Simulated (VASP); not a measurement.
# Ru in VASP: single point with PBE

Aim: the single point of Ru with PBE.

All numbers are computed with VASP 6.6.1; they aren't measurements. Logs are shortened: lines on timing, memory, paths and dates and some standing lists are left out, and cuts for length are marked.

## Step 1: The cell of the first run

The cell holds a slab with vacuum, 6 atoms: a = 2.721 Å, b = 2.721 Å, c = 26.740 Å, α = 90.00°, β = 90.00°, γ = 120.00°.

## Step 2: Single point, PBE

File INCAR:

```
SYSTEM = Ru
ALGO = Normal
EDIFF = 1E-7
ENCUT = 520
GGA = PE
ISIF = 2
ISMEAR = -1
LASPH = .TRUE.
LCHARG = .TRUE.
LELF = .TRUE.
LREAL = .FALSE.
LVHAR = .TRUE.
LWAVE = .FALSE.
NBANDS = 51
NELM = 80
PREC = Accurate
SIGMA = 0.08
```

File KPOINTS:

```
k-points
0
G
  14 14 1
  0 0 0
```

File POSCAR:

```
Ru
1.0
    2.7207384562      0.0000000000      0.0000000000
   -1.3603692281      2.3562286201      0.0000000000
    0.0000000000      0.0000000000     26.7401000000
Ru
6
Direct
    0.8333333333      0.1666666667      0.3019769095
    0.1666666667      0.8333333333      0.3790286864
    0.8333333333      0.1666666667      0.4593743976
    0.1666666667      0.8333333333      0.5406256032
    0.8333333333      0.1666666667      0.6209713132
    0.1666666667      0.8333333333      0.6980230902
```

Potentials or basis: VASP PAW PBE potentials, release 64 (Ru_pv).

Launch:

```console
cat potpaw_PBE.64/Ru_pv/POTCAR > POTCAR
mpirun -np 1 vasp_std > vasp.out
```

OUTCAR:

```text
SYSTEM = Ru
   EDIFF = 1E-7
   ENCUT = 520
   GGA = PE
   ISIF = 2
   ISMEAR = -1
   LASPH = .TRUE.
   LREAL = .FALSE.
   NELM = 80
   PREC = Accurate

 ion  position               nearest neighbor table
   1  0.833  0.167  0.302-   2 2.59   2 2.59   2 2.59
   2  0.167  0.833  0.379-   1 2.59   1 2.59   1 2.59   3 2.66   3 2.66   3 2.66
   3  0.833  0.167  0.459-   2 2.66   2 2.66   2 2.66   4 2.68   4 2.68   4 2.68
   4  0.167  0.833  0.541-   5 2.66   5 2.66   5 2.66   3 2.68   3 2.68   3 2.68
   5  0.833  0.167  0.621-   6 2.59   6 2.59   6 2.59   4 2.66   4 2.66   4 2.66
   6  0.167  0.833  0.698-   5 2.59   5 2.59   5 2.59

  LATTYP: Found a hexagonal cell.
 ALAT       =     2.7207384562
 C/A-ratio  =     9.8282508335

  Lattice vectors:

 A1 = (   2.7207384562,   0.0000000000,   0.0000000000)
 A2 = (  -1.3603692281,   2.3562286201,   0.0000000000)
 A3 = (   0.0000000000,   0.0000000000,  26.7401000000)

Analysis of symmetry for initial positions (statically):
=====================================================================
 Subroutine PRICEL returns:
 Original cell was already a primitive cell.

 Routine SETGRP: Setting up the symmetry group for a
 hexagonal supercell.

 Subroutine GETGRP returns: Found 12 space group operations
 (whereof  4 operations were pure point group operations)
 out of a pool of 24 trial point group operations.

The static configuration has the point symmetry C_2h.
 The point group associated with its full space group is D_3d.

Analysis of symmetry for dynamics (positions and initial velocities):
=====================================================================
 Subroutine PRICEL returns:
 Original cell was already a primitive cell.

 Routine SETGRP: Setting up the symmetry group for a
 hexagonal supercell.

 Subroutine GETGRP returns: Found 12 space group operations
 (whereof  4 operations were pure point group operations)
 out of a pool of 24 trial point group operations.

The dynamic configuration has the point symmetry C_2h.
 The point group associated with its full space group is D_3d.

 Subroutine INISYM returns: Found 12 space group operations
 (whereof  4 operations are pure point group operations),
 and found     1 'primitive' translations

----------------------------------------------------------------------------------------

                                     Primitive cell

  volume of cell :     171.4223

  direct lattice vectors                    reciprocal lattice vectors
     2.720738456  0.000000000  0.000000000     0.367547273  0.212203517  0.000000000
    -1.360369228  2.356228620  0.000000000     0.000000000  0.424407034  0.000000000
     0.000000000  0.000000000 26.740100000     0.000000000  0.000000000  0.037397018

  length of vectors
     2.720738456  2.720738456 26.740100000     0.424407034  0.424407034  0.037397018

  position of ions in fractional coordinates (direct lattice)
     0.833333333  0.166666667  0.301976909
     0.166666667  0.833333333  0.379028686
     0.833333333  0.166666667  0.459374398
     0.166666667  0.833333333  0.540625603
     0.833333333  0.166666667  0.620971313
     0.166666667  0.833333333  0.698023090

  ion indices of the primitive-cell ions
   primitive index   ion index
                 1           1
                 2           2
                 3           3
                 4           4
                 5           5
                 6           6

----------------------------------------------------------------------------------------

 KPOINTS: k-points

Automatic generation of k-mesh.
 Grid dimensions read from file:
 generate k-points for:   14   14    1

 Generating k-lattice:

  Cartesian coordinates                     Fractional coordinates (reciprocal lattice)
     0.026253377  0.015157394  0.000000000     0.071428571  0.000000000  0.000000000
     0.000000000  0.030314788  0.000000000     0.000000000  0.071428571  0.000000000
     0.000000000  0.000000000  0.037397018     0.000000000  0.000000000  1.000000000

  Length of vectors
     0.030314788  0.030314788  0.037397018

  Shift w.r.t. Gamma in fractional coordinates (k-lattice)
     0.000000000  0.000000000  0.000000000

 Subroutine IBZKPT returns following result:
 ===========================================

 Found     24 irreducible k-points:

 Following reciprocal coordinates:
            Coordinates               Weight
  0.000000  0.000000  0.000000      1.000000
  0.071429  0.000000  0.000000      6.000000
  0.142857  0.000000  0.000000      6.000000
  0.214286  0.000000  0.000000      6.000000
  0.285714  0.000000  0.000000      6.000000
  0.357143  0.000000  0.000000      6.000000
[... 16 lines left out ...]
  0.285714  0.285714  0.000000      6.000000
  0.357143  0.285714  0.000000      6.000000
   k-points           NKPTS =     24   k-points in BZ     NKDIM =     24   number of bands    NBANDS=     51
   number of dos      NEDOS =    301   number of ions     NIONS =      6
   total plane-waves  NPLWV =  80000
   dimension x,y,z NGX =    20 NGY =   20 NGZ =  200
   dimension x,y,z NGXF=    40 NGYF=   40 NGZF=  400
   ions per type =               6
   NGX,Y,Z   is equivalent  to a cutoff of  12.22, 12.22, 12.43 a.u.
   NGXF,Y,Z  is equivalent  to a cutoff of  24.44, 24.44, 24.87 a.u.
 SYSTEM =  Ru
   PREC   = accura    normal or accurate (medium, high low for compatibility)
   ISTART =      0    job   : 0-new  1-cont  2-samecut
   ICHARG =      2    charge: 1-file 2-atom 10-const
   ISPIN  =      1    spin polarized calculation?
   LNONCOLLINEAR =      F non collinear calculations
   LSORBIT =      F    spin-orbit coupling
   LASPH  =      T    aspherical Exc in radial PAW
   ENCUT  =  520.0 eV  38.22 Ry    6.18 a.u.   5.06  5.06 49.72*2*pi/ulx,y,z
   NELM   =     80;   NELMIN=  2; NELMDL= -5     # of ELM steps
   EDIFF  = 0.1E-06   stopping-criterion for ELM
   LREAL  =      F    real-space projection
   EDIFFG = 0.1E-05   stopping-criterion for IOM
   NSW    =      0    number of steps for IOM
   IBRION =     -1    ionic relax: 0-MD 1-quasi-New 2-CG
   NFREE  =      0    steps in history (QN), initial steepest desc. (CG)
   ISIF   =      2    stress and relaxation
   ISYM   =      2    0-nonsym 1-usesym 2-fastsym
   POTIM  = 0.5000    time-step for ionic-motion
   TEBEG  =    0.0;   TEEND  =   0.0 temperature during run
   PSTRESS=    0.0 pullay stress
   NELECT =      84.0000    total number of electrons
   NUPDOWN=      -1.0000    fix difference up-down
   EMIN   =  10.00;   EMAX   =-10.00  energy-range for DOS
   EFERMI =   0.00;   METHOD = LEGACY
   ISMEAR =    -1;   SIGMA  =   0.08  broadening in eV -4-tet -1-fermi 0-gaus
   EFERMI_NEDOS =   21; number of points for ismear=-14 and -15
   IALGO  =     38    algorithm
   IMIX   =      4    mixing-type and parameters
     AMIX     =   0.40;   BMIX     =  1.00
     AMIX_MAG =   1.60;   BMIX_MAG =  1.00
  volume/ion in A,a.u.               =      28.57       192.80
  Fermi-wavevector in a.u.,A,eV,Ry     =   1.290661  2.438996 22.664663  1.665806
  Thomas-Fermi vector in A             =   2.422479
   LORBIT       =      0    0 simple, 1 ext, 2 COOP (PROOUT), +10 PAW based schemes
   GGA     = PE    functional components
   LHFCALC =     F    Hartree Fock is set to
   AEXX    =    0.0000 exact exchange contribution
   IVDW    =     0    specifies the selected vdW correction
   LEPSILON=     F    determine dielectric tensor
   LRPA    =     F    only Hartree local field effects (RPA)
 non-spin polarized calculation
  energy-cutoff  :      520.00
  volume of cell :      171.42
 maximum number of plane-waves:      4659
   NGX = 11   NGY = 11   NGZ = 99

 number of electron      84.0000015 magnetization

 Free energy of the ion-electron system (eV)
  ---------------------------------------------------
  ext. energy  EPLUGINS =         0.00000000
  ---------------------------------------------------
  free energy    TOTEN  =       -53.37347775 eV

  energy without entropy =      -53.24261770  energy(sigma->0) =      -53.30804772

 E-fermi :   3.5502     XC(G=0):  -7.4910

 val. band max:        3.5413134051   @ k =   0.2143   0.1429   0.0000
 cond. band min:       3.5674353419   @ k =   0.2857   0.0714   0.0000
 fundamental gap:      0.0261219369
 Fermi energy:         3.5501822422

 k-point     1 :       0.0000    0.0000    0.0000
  band No.  band energies     occupation
      1     -40.0947      2.00000
      2     -40.0009      2.00000
      3     -39.6079      2.00000
      4     -39.3134      2.00000
      5     -39.3134      2.00000
      6     -39.3114      2.00000
[... 43 lines left out ...]
     50       4.3892      0.00006
     51       4.6711      0.00000

 k-point     2 :       0.0714    0.0000    0.0000
  band No.  band energies     occupation
      1     -40.0805      2.00000
      2     -39.9918      2.00000
      3     -39.6137      2.00000
      4     -39.3738      2.00000
      5     -39.3404      2.00000
      6     -39.3230      2.00000
[... 43 lines left out ...]
     50       4.3804      0.00006
     51       4.7487      0.00000

 k-point     3 :       0.1429    0.0000    0.0000
  band No.  band energies     occupation
      1     -40.0403      2.00000
      2     -39.9672      2.00000
      3     -39.6437      2.00000
      4     -39.4947      2.00000
      5     -39.4108      2.00000
      6     -39.3500      2.00000
[... 43 lines left out ...]
     50       4.3549      0.00009
     51       4.7708      0.00000
[... 1027 lines left out ...]
 k-point    23 :       0.2857    0.2857    0.0000
  band No.  band energies     occupation
      1     -39.9562      2.00000
      2     -39.9499      2.00000
      3     -39.8606      2.00000
      4     -39.8445      2.00000
      5     -39.7761      2.00000
      6     -39.7516      2.00000
[... 43 lines left out ...]
     50       9.1897      0.00000
     51       9.8144      0.00000

 k-point    24 :       0.3571    0.2857    0.0000
  band No.  band energies     occupation
      1     -39.9389      2.00000
      2     -39.9316      2.00000
      3     -39.8550      2.00000
      4     -39.8315      2.00000
      5     -39.8077      2.00000
      6     -39.7982      2.00000
[... 43 lines left out ...]
     50      10.5485      0.00000
     51      10.6374      0.00000

------------------------ aborting loop because EDIFF is reached ----------------------------------------

  FORCE on cell =-STRESS in cart. coord.  units (eV):
  Direction    XX          YY          ZZ          XY          YZ          ZX
  --------------------------------------------------------------------------------------
  -------------------------------------------------------------------------------------
  Total       -2.4538561     -2.4538561      0.0095731      0.0000000      0.0000000      0.0000000
  in kB      -22.9346663    -22.9346663      0.0894734      0.0000000      0.0000000      0.0000000
  external PRESSURE =     -15.2599531 kB  Pullay stress =       0.0000000 kB

 VOLUME and BASIS-vectors are now :
 -----------------------------------------------------------------------------
  energy-cutoff  :      520.00
  volume of cell :      171.42
      direct lattice vectors                 reciprocal lattice vectors
     2.720738456  0.000000000  0.000000000     0.367547273  0.212203517  0.000000000
    -1.360369228  2.356228620  0.000000000     0.000000000  0.424407034  0.000000000
     0.000000000  0.000000000 26.740100000     0.000000000  0.000000000  0.037397018

 POSITION                                       TOTAL-FORCE (eV/Angst)
 -----------------------------------------------------------------------------------
      2.04055      0.39270      8.07489        -0.000000     -0.000000     -0.013242
     -0.68018      1.96352     10.13526         0.000000      0.000000      0.008713
      2.04055      0.39270     12.28372        -0.000000      0.000000      0.001997
     -0.68018      1.96352     14.45638        -0.000000     -0.000000     -0.001997
      2.04055      0.39270     16.60484         0.000000     -0.000000     -0.008713
     -0.68018      1.96352     18.66521         0.000000      0.000000      0.013242
 -----------------------------------------------------------------------------------
    total drift:                               -0.000001      0.000000     -0.000005

  FREE ENERGIE OF THE ION-ELECTRON SYSTEM (eV)
  ---------------------------------------------------
  free  energy   TOTEN  =       -53.3734777526 eV

  energy  without entropy=      -53.2426176971  energy(sigma->0) =      -53.30804772
```

Run time: 11 min. Hardware: 1 thread of Intel Xeon 8259CL, shared host; peak memory 0.35 GiB.

What came out:

* Free energy: -53.3735 eV
* Largest force: 0.013 eV/Å
* Band gap on the k mesh: zero (bands 42 and 43 overlap by 2.44 eV)

Forces in eV/Å, atoms in the order of the input:
```
Ru   0.000  0.000 -0.013
Ru   0.000  0.000  0.009
Ru   0.000  0.000  0.002
Ru   0.000  0.000 -0.002
Ru   0.000  0.000 -0.009
Ru   0.000  0.000  0.013
```
